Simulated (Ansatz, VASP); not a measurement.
# Two plane-wave programs on Ir

```xyz
2
Lattice="2.6922 0.0000 0.0000 -1.3461 2.3315 0.0000 0.0000 0.0000 4.3678" Properties=species:S:1:pos:R:3 pbc="T T T"
Ir    0.0000    1.5543    1.0920
Ir    1.3461    0.7772    3.2759
```

Alike in both runs: task single point; functional r2SCAN; k mesh 15 × 15 × 8; occupations fermi-dirac, width 0.1 eV; no spin polarisation.

```csv
,VASP,Ansatz
version,VASP 6.6.1,Ansatz 0.2.0
potentials or method,"VASP PAW PBE potentials, release 64 (Ir), cutoff 520 eV","plane waves (500 eV) with PAW, scalar-relativistic"
valence electrons in the cell,18,34
```

VASP gave:

- pressure (GPa): 19.7
- traceless stress, the component that is largest in VASP (GPa): 0.12

Which values does Ansatz return?

Pressure (GPa): 16.7; traceless stress, the component that is largest in VASP (GPa): -0.02.

VASP's potentials were made for PBE, not for r2SCAN. VASP's potentials hold 18 valence electrons a cell and Ansatz's 34, so a difference there can come from the potentials and not from the codes.

Neither program's run includes spin-orbit coupling.
